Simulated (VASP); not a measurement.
# In in VASP: a series of runs

In is run at these levels: LDA, revPBE+D4; tasks: single point.

Program: VASP 6.6.1. These are calculated values, not measurements. Logs are shortened: lines on timing, memory, paths and dates and some standing lists are left out, and cuts for length are marked.

### 1 The cell of the first run

It takes space group Im-3m (No. 229, cubic). Conventional cell: a = 3.765 Å, b = 3.765 Å, c = 3.765 Å, α = 90.00°, β = 90.00°, γ = 90.00°. In (site symmetry m-3m) has 14 In at 3.26 to 3.77 Å within 4.3 Å.

### 2 Single point, LDA

File INCAR:

```
SYSTEM = In
ALGO     = Fast           ! electronic algorithm
EDIFF    = 1E-7           ! SCF threshold, eV
ENCUT    = 520            ! plane-wave cutoff, eV
GGA      = CA             ! functional
ISIF     = 2              ! what is computed and relaxed
ISMEAR   = -1             ! smearing method
LASPH    = .True.         ! aspherical terms in the spheres
LCHARG   = .False.        ! write CHGCAR
LREAL    = .False.        ! projectors in reciprocal space
LWAVE    = .False.        ! write WAVECAR
NBANDS   = 12             ! bands
NELM     = 60             ! most SCF steps
PREC     = Accurate       ! precision mode
SIGMA    = 0.05           ! smearing width, eV
```

File KPOINTS:

```
k-points
0
Gamma
  10 10 10
  0 0 0
```

File POSCAR:

```
In
1.0
   -1.8825252400      1.8825252400      1.8825252400
    1.8825252400     -1.8825252400      1.8825252400
    1.8825252400      1.8825252400     -1.8825252400
In
1
Direct
    0.0000000000      0.0000000000      0.0000000000
```

Potentials or basis: VASP PAW LDA potentials, release 64 (In_d).

Command:

```console
> cat potpaw_LDA.64/In_d/POTCAR > POTCAR
> mpirun -np 1 vasp_std > vasp.out
```

OUTCAR:

```text
SYSTEM = In
   EDIFF = 1E-7
   ENCUT = 520
   GGA = CA
   ISIF = 2
   ISMEAR = -1
   LASPH = .True.
   LREAL = .False.
   NELM = 60
   PREC = Accurate

 ion  position               nearest neighbor table
   1  0.000  0.000  0.000-

  LATTYP: Found a body centered cubic cell.
 ALAT       =     3.7650504800

  Lattice vectors:

 A1 = (  -1.8825252400,   1.8825252400,   1.8825252400)
 A2 = (   1.8825252400,  -1.8825252400,   1.8825252400)
 A3 = (   1.8825252400,   1.8825252400,  -1.8825252400)

Analysis of symmetry for initial positions (statically):
=====================================================================
 Subroutine PRICEL returns:
 Original cell was already a primitive cell.

 Routine SETGRP: Setting up the symmetry group for a
 body centered cubic supercell.

 Subroutine GETGRP returns: Found 48 space group operations
 (whereof 48 operations were pure point group operations)
 out of a pool of 48 trial point group operations.

The static configuration has the point symmetry O_h .

Analysis of symmetry for dynamics (positions and initial velocities):
=====================================================================
 Subroutine PRICEL returns:
 Original cell was already a primitive cell.

 Routine SETGRP: Setting up the symmetry group for a
 body centered cubic supercell.

 Subroutine GETGRP returns: Found 48 space group operations
 (whereof 48 operations were pure point group operations)
 out of a pool of 48 trial point group operations.

The dynamic configuration has the point symmetry O_h .

 Subroutine INISYM returns: Found 48 space group operations
 (whereof 48 operations are pure point group operations),
 and found     1 'primitive' translations

----------------------------------------------------------------------------------------

                                     Primitive cell

  volume of cell :      26.6859

  direct lattice vectors                    reciprocal lattice vectors
    -1.882525240  1.882525240  1.882525240     0.000000000  0.265600689  0.265600689
     1.882525240 -1.882525240  1.882525240     0.265600689  0.000000000  0.265600689
     1.882525240  1.882525240 -1.882525240     0.265600689  0.265600689  0.000000000

  length of vectors
     3.260629362  3.260629362  3.260629362     0.375616096  0.375616096  0.375616096

  position of ions in fractional coordinates (direct lattice)
     0.000000000  0.000000000  0.000000000

  ion indices of the primitive-cell ions
   primitive index   ion index
                 1           1

----------------------------------------------------------------------------------------

 KPOINTS: k-points

Automatic generation of k-mesh.
 Grid dimensions read from file:
 generate k-points for:   10   10   10

 Generating k-lattice:

  Cartesian coordinates                     Fractional coordinates (reciprocal lattice)
     0.000000000  0.026560069  0.026560069     0.100000000  0.000000000  0.000000000
     0.026560069  0.000000000  0.026560069     0.000000000  0.100000000  0.000000000
     0.026560069  0.026560069  0.000000000     0.000000000  0.000000000  0.100000000

  Length of vectors
     0.037561610  0.037561610  0.037561610

  Shift w.r.t. Gamma in fractional coordinates (k-lattice)
     0.000000000  0.000000000  0.000000000

 Subroutine IBZKPT returns following result:
 ===========================================

 Found     47 irreducible k-points:

 Following reciprocal coordinates:
            Coordinates               Weight
  0.000000  0.000000  0.000000      1.000000
  0.100000  0.000000  0.000000     12.000000
  0.200000  0.000000  0.000000     12.000000
  0.300000  0.000000  0.000000     12.000000
  0.400000  0.000000  0.000000     12.000000
  0.500000  0.000000  0.000000      6.000000
[... 16 lines left out ...]
  0.300000  0.300000  0.100000      8.000000
 -0.300000  0.300000  0.100000     24.000000
 [... further k-points ...]
   k-points           NKPTS =     47   k-points in BZ     NKDIM =     47   number of bands    NBANDS=     12
   number of dos      NEDOS =    301   number of ions     NIONS =      1
   total plane-waves  NPLWV =  13824
   dimension x,y,z NGX =    24 NGY =   24 NGZ =   24
   dimension x,y,z NGXF=    48 NGYF=   48 NGZF=   48
   ions per type =               1
   NGX,Y,Z   is equivalent  to a cutoff of  12.24, 12.24, 12.24 a.u.
   NGXF,Y,Z  is equivalent  to a cutoff of  24.47, 24.47, 24.47 a.u.
 SYSTEM =  In
   PREC   = accura    normal or accurate (medium, high low for compatibility)
   ISTART =      0    job   : 0-new  1-cont  2-samecut
   ICHARG =      2    charge: 1-file 2-atom 10-const
   ISPIN  =      1    spin polarized calculation?
   LNONCOLLINEAR =      F non collinear calculations
   LSORBIT =      F    spin-orbit coupling
   LASPH  =      T    aspherical Exc in radial PAW
   ENCUT  =  520.0 eV  38.22 Ry    6.18 a.u.   6.06  6.06  6.06*2*pi/ulx,y,z
   NELM   =     60;   NELMIN=  2; NELMDL= -5     # of ELM steps
   EDIFF  = 0.1E-06   stopping-criterion for ELM
   LREAL  =      F    real-space projection
   EDIFFG = 0.1E-05   stopping-criterion for IOM
   NSW    =      0    number of steps for IOM
   IBRION =     -1    ionic relax: 0-MD 1-quasi-New 2-CG
   NFREE  =      0    steps in history (QN), initial steepest desc. (CG)
   ISIF   =      2    stress and relaxation
   ISYM   =      2    0-nonsym 1-usesym 2-fastsym
   POTIM  = 0.5000    time-step for ionic-motion
   TEBEG  =    0.0;   TEEND  =   0.0 temperature during run
   PSTRESS=    0.0 pullay stress
   NELECT =      13.0000    total number of electrons
   NUPDOWN=      -1.0000    fix difference up-down
   EMIN   =  10.00;   EMAX   =-10.00  energy-range for DOS
   EFERMI =   0.00;   METHOD = LEGACY
   ISMEAR =    -1;   SIGMA  =   0.05  broadening in eV -4-tet -1-fermi 0-gaus
   EFERMI_NEDOS =   21; number of points for ismear=-14 and -15
   IALGO  =     68    algorithm
   IMIX   =      4    mixing-type and parameters
     AMIX     =   0.40;   BMIX     =  1.00
     AMIX_MAG =   1.60;   BMIX_MAG =  1.00
  volume/ion in A,a.u.               =      26.69       180.09
  Fermi-wavevector in a.u.,A,eV,Ry     =   1.288136  2.434225 22.576080  1.659295
  Thomas-Fermi vector in A             =   2.420108
   LORBIT       =      0    0 simple, 1 ext, 2 COOP (PROOUT), +10 PAW based schemes
   GGA     = CA    functional components
   LHFCALC =     F    Hartree Fock is set to
   AEXX    =    0.0000 exact exchange contribution
   IVDW    =     0    specifies the selected vdW correction
   LEPSILON=     F    determine dielectric tensor
   LRPA    =     F    only Hartree local field effects (RPA)
 non-spin polarized calculation
 RMM-DIIS sequential band-by-band and
  energy-cutoff  :      520.00
  volume of cell :       26.69
 maximum number of plane-waves:       736
   NGX = 13   NGY = 13   NGZ = 13

 number of electron      13.0000005 magnetization

 Free energy of the ion-electron system (eV)
  ---------------------------------------------------
  ext. energy  EPLUGINS =         0.00000000
  ---------------------------------------------------
  free energy    TOTEN  =        -3.19234615 eV

  energy without entropy =       -3.18712287  energy(sigma->0) =       -3.18973451

 E-fermi :   6.9157     XC(G=0): -10.4345

 val. band max:        6.8762046332   @ k =   0.2000   0.2000   0.2000
 cond. band min:       6.9238494653   @ k =  -0.3000   0.5000   0.1000
 fundamental gap:      0.0476448321
 Fermi energy:         6.9156887677

 k-point     1 :       0.0000    0.0000    0.0000
  band No.  band energies     occupation
      1      -7.5784      2.00000
      2      -7.5784      2.00000
      3      -7.5784      2.00000
      4      -7.3089      2.00000
      5      -7.3089      2.00000
      6      -2.4287      2.00000
      7      17.7321      0.00000
      8      17.7321      0.00000
      9      17.7321      0.00000
     10      20.0325      0.00000
     11      20.0325      0.00000
     12      20.0325      0.00000

 k-point     2 :       0.1000    0.0000    0.0000
  band No.  band energies     occupation
      1      -7.5887      2.00000
      2      -7.5690      2.00000
      3      -7.5386      2.00000
      4      -7.3197      2.00000
      5      -7.3093      2.00000
      6      -2.2005      2.00000
      7      15.7328      0.00000
      8      16.7919      0.00000
      9      17.2466      0.00000
     10      18.9514      0.00000
     11      19.2950      0.00000
     12      19.8771      0.00000

 k-point     3 :       0.2000    0.0000    0.0000
  band No.  band energies     occupation
      1      -7.6157      2.00000
      2      -7.5556      2.00000
      3      -7.4326      2.00000
      4      -7.3409      2.00000
      5      -7.3102      2.00000
      6      -1.5080      2.00000
      7      12.3144      0.00000
      8      15.2351      0.00000
      9      16.1471      0.00000
     10      18.1090      0.00000
     11      18.3455      0.00000
     12      20.3780      0.00000

 k-point     4 :       0.3000    0.0000    0.0000
  band No.  band energies     occupation
      1      -7.6489      2.00000
      2      -7.5676      2.00000
      3      -7.3451      2.00000
      4      -7.3110      2.00000
      5      -7.2978      2.00000
      6      -0.3397      2.00000
      7       9.0165      0.00000
      8      13.9053      0.00000
      9      15.1283      0.00000
     10      17.5268      0.00000
     11      17.6478      0.00000
     12      21.5054      0.00000

 k-point     5 :       0.4000    0.0000    0.0000
  band No.  band energies     occupation
      1      -7.6756      2.00000
      2      -7.5984      2.00000
      3      -7.3316      2.00000
      4      -7.3113      2.00000
      5      -7.1853      2.00000
      6       1.2957      2.00000
      7       6.0691      2.00000
      8      13.0377      0.00000
      9      14.4643      0.00000
     10      17.1959      0.00000
     11      17.2327      0.00000
     12      22.9836      0.00000
[... 228 lines left out ...]
      1      -7.6255      2.00000
      2      -7.5165      2.00000
      3      -7.3323      2.00000
      4      -7.3173      2.00000
      5      -7.2820      2.00000
      6       3.2396      2.00000
      7       5.8288      2.00000
      8       8.3295      0.00000
      9      10.7140      0.00000
     10      21.8317      0.00000
     11      23.5896      0.00000
     12      23.8548      0.00000

 k-point    22 :      -0.2000    0.2000    0.1000
  band No.  band energies     occupation
      1      -7.5753      2.00000
      2      -7.5343      2.00000
      3      -7.4397      2.00000
      4      -7.3740      2.00000
      5      -7.3110      2.00000
      6      -1.2780      2.00000
      7      12.4623      0.00000
      8      14.2652      0.00000
      9      15.0472      0.00000
     10      17.3328      0.00000
     11      19.5723      0.00000
     12      19.9261      0.00000

 k-point    23 :       0.3000    0.3000    0.1000
  band No.  band energies     occupation
      1      -7.6166      2.00000
      2      -7.4194      2.00000
      3      -7.4194      2.00000
      4      -7.3053      2.00000
      5      -7.3053      2.00000
      6       4.2500      2.00000
      7       6.2781      1.99999
      8       6.2781      1.99999
      9      10.4559      0.00000
     10      23.3415      0.00000
     11      23.3415      0.00000
     12      23.7942      0.00000

 k-point    24 :      -0.3000    0.3000    0.1000
  band No.  band energies     occupation
      1      -7.6061      2.00000
      2      -7.5428      2.00000
      3      -7.3787      2.00000
      4      -7.3234      2.00000
      5      -7.3036      2.00000
      6      -0.1107      2.00000
      7       9.2148      0.00000
      8      13.0117      0.00000
      9      14.1979      0.00000
     10      17.8599      0.00000
     11      18.8412      0.00000
     12      19.6950      0.00000

 [... further k-points ...]

------------------------ aborting loop because EDIFF is reached ----------------------------------------

  FORCE on cell =-STRESS in cart. coord.  units (eV):
  Direction    XX          YY          ZZ          XY          YZ          ZX
  --------------------------------------------------------------------------------------
  -------------------------------------------------------------------------------------
  Total       -0.4769309     -0.4769309     -0.4769309      0.0000000     -0.0000000      0.0000000
  in kB      -28.6341033    -28.6341033    -28.6341033      0.0000000     -0.0000000      0.0000000
  external PRESSURE =     -28.6341033 kB  Pullay stress =       0.0000000 kB

 VOLUME and BASIS-vectors are now :
 -----------------------------------------------------------------------------
  energy-cutoff  :      520.00
  volume of cell :       26.69
      direct lattice vectors                 reciprocal lattice vectors
    -1.882525240  1.882525240  1.882525240     0.000000000  0.265600689  0.265600689
     1.882525240 -1.882525240  1.882525240     0.265600689  0.000000000  0.265600689
     1.882525240  1.882525240 -1.882525240     0.265600689  0.265600689  0.000000000

 POSITION                                       TOTAL-FORCE (eV/Angst)
 -----------------------------------------------------------------------------------
      0.00000      0.00000      0.00000        -0.000000      0.000000      0.000000
 -----------------------------------------------------------------------------------
    total drift:                               -0.000000      0.000000      0.000000

  FREE ENERGIE OF THE ION-ELECTRON SYSTEM (eV)
  ---------------------------------------------------
  free  energy   TOTEN  =        -3.1923461521 eV

  energy  without entropy=       -3.1871228726  energy(sigma->0) =       -3.18973451
```

Run time: 5.8 s. Hardware: 1 thread of Intel Xeon Platinum 8559C (Emerald Rapids), shared host; peak memory 0.12 GiB.

What came out:

- Free energy: -3.1923 eV
- Pressure: -2.9 GPa

Caveat: spin-orbit coupling is left out, which moves the levels of the heavy elements.

### 3 Single point, revPBE+D4 (the cell strained at random)

File INCAR:

```
SYSTEM = In
PREC     = Accurate       ! precision mode
ENCUT    = 520            ! plane-wave cutoff, eV
EDIFF    = 1E-6           ! SCF threshold, eV
ISMEAR   = -1             ! smearing method
SIGMA    = 0.01           ! smearing width, eV
LREAL    = .False.        ! projectors in reciprocal space
LASPH    = .True.         ! aspherical terms in the spheres
NELM     = 80             ! most SCF steps
ALGO     = Fast           ! electronic algorithm
ISIF     = 2              ! what is computed and relaxed
LWAVE    = .False.        ! write WAVECAR
LCHARG   = .False.        ! write CHGCAR
GGA      = RE             ! functional
IVDW     = 13             ! dispersion correction
NBANDS   = 12             ! bands
```

File KPOINTS:

```
Automatic mesh
0
Gamma
  10 10 10
  0 0 0
```

File POSCAR:

```
In
1.0
    3.3191838013      0.0000000000      0.0000000000
   -1.0917142827      3.0352748301      0.0000000000
   -1.0940032654     -1.4873954535      2.6488243101
In
1
Direct
   -0.0058100000     -0.0277210000      0.0372960000
```

Potentials or basis: VASP PAW PBE potentials, release 64 (In_d).

Command:

```console
> cat potpaw_PBE.64/In_d/POTCAR > POTCAR
> mpirun -np 1 vasp_std > vasp.out
```

Run time: 84 s. Hardware: 1 thread of AMD EPYC 9R45 (Zen 5), shared host; peak memory 0.23 GiB.

Results (log left out):

* Free energy: -2.7355 eV
* Pressure: -0.1 GPa
* Dispersion energy per atom: -0.497 eV

Stress tensor (GPa, compression positive):
```
-0.51 -0.08 -0.19
-0.08  0.19 -0.28
-0.19 -0.28 -0.06
```

Levels at points of the mesh, in eV from the Fermi level:
```
           k point  band 2  band 3  band 4  band 5  band 6  band 7  band 8  band 9  band 10  band 11
(0.00, 0.00, 0.00)  -14.63  -14.59  -14.36  -14.36   -9.32   10.62   11.05   11.26    12.87    13.00
(0.50, 0.00, 0.00)  -14.66  -14.36  -14.35  -14.21   -4.07   -3.12    6.17    7.46    10.18    10.31
(0.00, 0.50, 0.00)  -14.65  -14.38  -14.37  -14.19   -3.72   -3.00    5.74    7.44     9.57    10.47
(0.50, 0.50, 0.00)  -14.66  -14.37  -14.36  -14.20   -3.90   -3.06    6.00    7.43     9.93    10.36
(0.00, 0.00, 0.50)  -14.65  -14.38  -14.37  -14.19   -3.73   -3.00    5.75    7.46     9.56    10.50
(0.50, 0.00, 0.50)  -14.66  -14.37  -14.36  -14.20   -3.91   -3.07    6.01    7.44     9.92    10.38
(0.00, 0.50, 0.50)  -14.66  -14.38  -14.38  -14.18   -3.55   -2.94    5.67    7.27     9.66    10.14
(0.50, 0.50, 0.50)  -14.72  -14.27  -14.23  -14.21    1.04    1.24    1.33    1.51     5.28     5.29
```

Caveat: the cell differs from its parent crystal (the cell strained at random); the PAW data sets were made with another functional, which shifts forces and pressure a little; spin-orbit coupling is left out, which moves the levels of the heavy elements; pairwise dispersion overbinds metals, which lowers pressure and volume.

### 4 Single point, LDA

File INCAR:

```
SYSTEM = In
PREC     = Accurate       ! precision mode
ENCUT    = 520            ! plane-wave cutoff, eV
EDIFF    = 1E-7           ! SCF threshold, eV
ISMEAR   = -1             ! smearing method
SIGMA    = 0.05           ! smearing width, eV
LREAL    = .FALSE.        ! projectors in reciprocal space
LASPH    = .TRUE.         ! aspherical terms in the spheres
NELM     = 100            ! most SCF steps
ALGO     = Fast           ! electronic algorithm
ISIF     = 2              ! what is computed and relaxed
LWAVE    = .FALSE.        ! write WAVECAR
LCHARG   = .FALSE.        ! write CHGCAR
GGA      = CA             ! functional
NBANDS   = 12             ! bands
```

File KPOINTS:

```
Automatic mesh
0
G
  6 6 6
  0 0 0
```

File POSCAR:

```
In
1.0
   -1.8825252400      1.8825252400      1.8825252400
    1.8825252400     -1.8825252400      1.8825252400
    1.8825252400      1.8825252400     -1.8825252400
In
1
Direct
    0.0000000000      0.0000000000      0.0000000000
```

Potentials or basis: VASP PAW LDA potentials, release 64 (In_d).

Command:

```console
> cat potpaw_LDA.64/In_d/POTCAR > POTCAR
> mpirun -np 1 vasp_std > vasp.out
```

Run time: 3.1 s. Hardware: 1 thread of Intel Xeon Platinum 8559C (Emerald Rapids), shared host; peak memory 0.12 GiB.

The run converged. Its results:

```
Free energy : -3.2103 eV
Pressure    : -3.7 GPa
```

Levels at points of the mesh, in eV from the Fermi level:
```csv
k point,band 4,band 5,band 6,band 7,band 8,band 9
"(0.00, 0.00, 0.00)",-14.12,-14.12,-9.22,10.93,10.93,10.93
"(0.50, 0.00, 0.00)",-14.12,-13.96,-3.79,-2.88,5.94,7.44
"(0.50, 0.50, 0.50)",-14.00,-14.00,0.94,1.43,1.43,1.43
```

Caveat: the k points lie up to 0.39 Å⁻¹ apart; spin-orbit coupling is left out, which moves the levels of the heavy elements.

### 5 Summary

```tsv
level	potentials or basis	cell	k mesh	smearing	further INCAR settings	gap on the mesh (eV)	pressure (GPa)
LDA	VASP PAW LDA potentials, release 64 (In_d)	a = 3.261 Å, angles 109.5°, 1 atom	10 × 10 × 10	fermi-dirac 0.05 eV	ALGO = Fast; EDIFF = 1e-07; NBANDS = 12	none	-2.9
revPBE+D4	VASP PAW PBE potentials, release 64 (In_d)	a = 3.319, b = 3.226, c = 3.229 Å, angles 108.6, 109.8, 109.8°, 1 atom	10 × 10 × 10	fermi-dirac 0.01 eV	ALGO = Fast; EDIFF = 1e-06; NBANDS = 12	none	-0.1
LDA	VASP PAW LDA potentials, release 64 (In_d)	a = 3.261 Å, angles 109.5°, 1 atom	6 × 6 × 6	fermi-dirac 0.05 eV	ALGO = Fast; EDIFF = 1e-07; NBANDS = 12	none	-3.7
```

Alike in all rows: task single point; no spin polarisation; cutoff (eV) 520.

Caveats: some runs use coarse meshes; spin-orbit coupling is left out, which moves the levels of the heavy elements; the PAW data sets were made with another functional, which shifts forces and pressure a little (some runs); pairwise dispersion overbinds metals, which lowers pressure and volume (some runs).

Total energies depend on the potentials used, so only differences within one code and one set of settings carry meaning.
